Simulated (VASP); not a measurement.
# KI (Fm-3m) in VASP: vibrations by perturbation theory with LDA

Aim: the vibrations by perturbation theory of KI with LDA.

Everything below comes from runs of VASP 6.6.1. Logs are shortened: lines on timing, memory, paths and dates and some standing lists are left out, and cuts for length are marked.

## (1) The cell of the first run

The structure is cubic, space group Fm-3m (No. 225). Conventional cell: a = 6.822 Å, b = 6.822 Å, c = 6.822 Å, α = 90.00°, β = 90.00°, γ = 90.00°. K (site symmetry m-3m) has 6 I at 3.41 Å within 4.5 Å. Within 4.5 Å of I (site symmetry m-3m) lie 6 K at 3.41 Å.

## (2) Vibrations by perturbation theory, LDA

The input, INCAR:

```
ALGO = Normal
EDIFF = 1E-8
ENCUT = 520
GGA = CA
IBRION = 8
ISIF = 2
ISMEAR = 0
LASPH = True
LCHARG = False
LREAL = False
LWAVE = False
NELM = 100
NSW = 1
PREC = Accurate
SIGMA = 0.05
```

The input, KPOINTS:

```
k-points
0
Gamma
  6 6 6
```

The input, POSCAR:

```
KI
1.0
    0.0000000000      3.4109309835      3.4109309835
    3.4109309835      0.0000000000      3.4109309835
    3.4109309835      3.4109309835      0.0000000000
K I
1 1
Direct
    0.0000000000      0.0000000000      0.0000000000
    0.5000000000      0.5000000000      0.5000000000
```

Potentials or basis: VASP PAW LDA potentials, release 64 (K_sv, I).

Started as:

```
> cat potpaw_LDA.64/K_sv/POTCAR potpaw_LDA.64/I/POTCAR > POTCAR
> mpirun -np 1 vasp_std > vasp.out
```

OUTCAR:

```text
EDIFF = 1E-8
   ENCUT = 520
   GGA = CA
   IBRION = 8
   ISIF = 2
   ISMEAR = 0
   LASPH = True
   LREAL = False
   NELM = 100
   NSW = 1
   PREC = Accurate

 ion  position               nearest neighbor table
   1  0.000  0.000  0.000-   2 3.41   2 3.41   2 3.41   2 3.41   2 3.41   2 3.41
   2  0.500  0.500  0.500-   1 3.41   1 3.41   1 3.41   1 3.41   1 3.41   1 3.41

  LATTYP: Found a face centered cubic cell.
 ALAT       =     6.8218619670

  Lattice vectors:

 A1 = (   0.0000000000,   3.4109309835,   3.4109309835)
 A2 = (   3.4109309835,   0.0000000000,   3.4109309835)
 A3 = (   3.4109309835,   3.4109309835,   0.0000000000)

Analysis of symmetry for initial positions (statically):
=====================================================================
 Subroutine PRICEL returns:
 Original cell was already a primitive cell.

 Routine SETGRP: Setting up the symmetry group for a
 face centered cubic supercell.

 Subroutine GETGRP returns: Found 48 space group operations
 (whereof 48 operations were pure point group operations)
 out of a pool of 48 trial point group operations.

The static configuration has the point symmetry O_h .

Analysis of symmetry for dynamics (positions and initial velocities):
=====================================================================
 Subroutine PRICEL returns:
 Original cell was already a primitive cell.

 Routine SETGRP: Setting up the symmetry group for a
 face centered cubic supercell.

 Subroutine GETGRP returns: Found 48 space group operations
 (whereof 48 operations were pure point group operations)
 out of a pool of 48 trial point group operations.

The dynamic configuration has the point symmetry O_h .

 Subroutine INISYM returns: Found 48 space group operations
 (whereof 48 operations are pure point group operations),
 and found     1 'primitive' translations

----------------------------------------------------------------------------------------

                                     Primitive cell

  volume of cell :      79.3686
[... 386 lines left out ...]

 VOLUME and BASIS-vectors are now :
 -----------------------------------------------------------------------------
  energy-cutoff  :      520.00
  volume of cell :       79.37
      direct lattice vectors                 reciprocal lattice vectors
     0.000000000  3.410930984  3.410930984    -0.146587545  0.146587545  0.146587545
     3.410930984  0.000000000  3.410930984     0.146587545 -0.146587545  0.146587545
     3.410930984  3.410930984  0.000000000     0.146587545  0.146587545 -0.146587545

 POSITION                                       TOTAL-FORCE (eV/Angst)
 -----------------------------------------------------------------------------------
      0.00000      0.00000      0.00000        -0.000000     -0.000000     -0.000000
      3.41093      3.41093      3.41093         0.000000      0.000000      0.000000
 -----------------------------------------------------------------------------------
    total drift:                                0.000000      0.000000      0.000000

  FREE ENERGIE OF THE ION-ELECTRON SYSTEM (eV)
  ---------------------------------------------------
  free  energy   TOTEN  =        -6.1661416539 eV

  energy  without entropy=       -6.1661416539  energy(sigma->0) =       -6.16614165

[... ionic steps 2 to 3 ...]

--------------------------------------- Ionic step        4  -------------------------------------------

------------------------ aborting loop because EDIFF is reached ----------------------------------------

[... ionic steps 5 to 6 ...]

--------------------------------------- Ionic step        7  -------------------------------------------

 Free energy of the ion-electron system (eV)
  ---------------------------------------------------
  ---------------------------------------------------
  free energy    TOTEN  =        -0.08664276 eV

  energy without entropy =       -0.08664276

------------------------ aborting loop because EDIFF is reached ----------------------------------------

 INTERNAL STRAIN TENSOR  FOR ION    2  DIRECTION 1   (eV/Angst):
 -----------------------------------------------------------------------------
     0.00438  0.00000 -0.00000
    -0.00000  0.00079 -0.00000
     0.00000 -0.00000  0.00079

 INTERNAL STRAIN TENSOR FOR ION    2 for displacements in x,y,z  (eV/Angst):
          X           Y           Z          XY          YZ          ZX
  --------------------------------------------------------------------------------
  x     0.00000     0.00000     0.00000     0.00000     0.00000     0.00000
  y     0.00000     0.00000     0.00000     0.00000     0.00000     0.00000
  z     0.00000     0.00000     0.00000     0.00000     0.00000     0.00000

 SECOND DERIVATIVES (NOT SYMMETRIZED)
 ------------------------------------
               1X          1Y          1Z          2X          2Y          2Z
  1X    -1.469589    0.000000    0.000000    1.469589    0.000000    0.000000
  1Y     0.000000   -1.469589    0.000000    0.000000    1.469589    0.000000
  1Z     0.000000    0.000000   -1.469589    0.000000    0.000000    1.469589
  2X     1.467941    0.000000    0.000000   -1.467941    0.000000    0.000000
  2Y     0.000000    1.467941    0.000000    0.000000   -1.467941    0.000000
  2Z     0.000000    0.000000    1.467941    0.000000    0.000000   -1.467941

 Eigenvectors and eigenvalues of the dynamical matrix
 ----------------------------------------------------

   1 f  =    3.466036 THz    21.777746 2PiTHz  115.614513 cm-1    14.334366 meV
             X         Y         Z           dx          dy          dz
      0.000000  0.000000  0.000000    -0.874457    0.000000    0.000000
      3.410931  3.410931  3.410931     0.485104    0.000000    0.000000
[... 21 lines left out ...]
   6 f/i=    0.000825 THz     0.005181 2PiTHz    0.027506 cm-1     0.003410 meV
             X         Y         Z           dx          dy          dz
      0.000000  0.000000  0.000000     0.000000   -0.485104    0.000000
      3.410931  3.410931  3.410931     0.000000   -0.874457    0.000000

--------------------------------------------------------------------------------------------------------

 ELASTIC MODULI CONTR FROM IONIC RELAXATION (kBar)
 Direction    XX          YY          ZZ          XY          YZ          ZX
 --------------------------------------------------------------------------------
 XX           0.0000      0.0000      0.0000      0.0000      0.0000      0.0000
 YY           0.0000      0.0000      0.0000      0.0000      0.0000      0.0000
 ZZ           0.0000      0.0000      0.0000      0.0000      0.0000      0.0000
 XY           0.0000      0.0000      0.0000      0.0000      0.0000      0.0000
 YZ           0.0000      0.0000      0.0000      0.0000      0.0000      0.0000
 ZX           0.0000      0.0000      0.0000      0.0000      0.0000      0.0000
 --------------------------------------------------------------------------------
```

OSZICAR:

```text
N       E                     dE             d eps       ncg     rms          rms(c)
DAV:   1     0.990002366586E+02    0.99000E+02   -0.68105E+03   384   0.116E+03
DAV:   2    -0.457334899233E+00   -0.99458E+02   -0.93098E+02   456   0.280E+02
DAV:   3    -0.598456921267E+01   -0.55272E+01   -0.55016E+01   500   0.566E+01
[... 49 lines left out ...]
RMM:   9    -0.866425187533E-01    0.72607E-06    0.42380E-07  1665   0.548E-04    0.202E-04
RMM:  10    -0.866429619670E-01   -0.44321E-06    0.81923E-06  1718   0.303E-04    0.627E-05
RMM:  11    -0.866428933330E-01    0.68634E-07   -0.25929E-07  1760   0.167E-04    0.451E-05
RMM:  12    -0.866428074362E-01    0.85897E-07    0.65855E-07  1681   0.114E-04    0.403E-05
RMM:  13    -0.866427673774E-01    0.40059E-07   -0.44908E-07  1716   0.923E-05    0.195E-05
RMM:  14    -0.866427591295E-01    0.82479E-08   -0.59495E-08  1720   0.799E-05    0.170E-05
 Linear response finished
```

stdout:

```text
POSCAR found type information on POSCAR K I
 POSCAR found :  2 types and       2 ions
 scaLAPACK will be used
 LDA part: xc-table for (Slater(with rela. corr.)+CA(PZ))
 , standard interpolation
 POSCAR, INCAR and KPOINTS ok, starting setup
 FFT: planning ... GRIDC
 FFT: planning ... GRID_SOFT
 FFT: planning ... GRID
 WAVECAR not read
 entering main loop
 Linear response reoptimize wavefunctions to high precision
 Linear response DOF=           2
 Linear response progress:
 first order change of Fermi-energy   0.15072E+00
 force on displaced ion       1 direction 1 :  -1.470   0.000   0.000
 Linear response progress:
 first order change of Fermi-energy  -0.13880E+00
 force on displaced ion       2 direction 1 :  -1.468   0.000   0.000
 Linear response finished
```

It took 2.9 min on 1 thread of Intel Xeon 8259CL, shared host; peak memory 0.26 GiB.

What came out:

| Item | Value |
| --- | --- |
| Highest phonon frequency at Γ, LO-TO splitting left out | 116 cm⁻¹ |

Phonon frequencies in cm⁻¹ (negative: imaginary):
| q point | frequencies |
| --- | --- |
| (0.000, 0.000, 0.000) | 0 0 0 116 116 116 |

Caveat: spin-orbit coupling is left out, which moves the levels of the heavy elements.
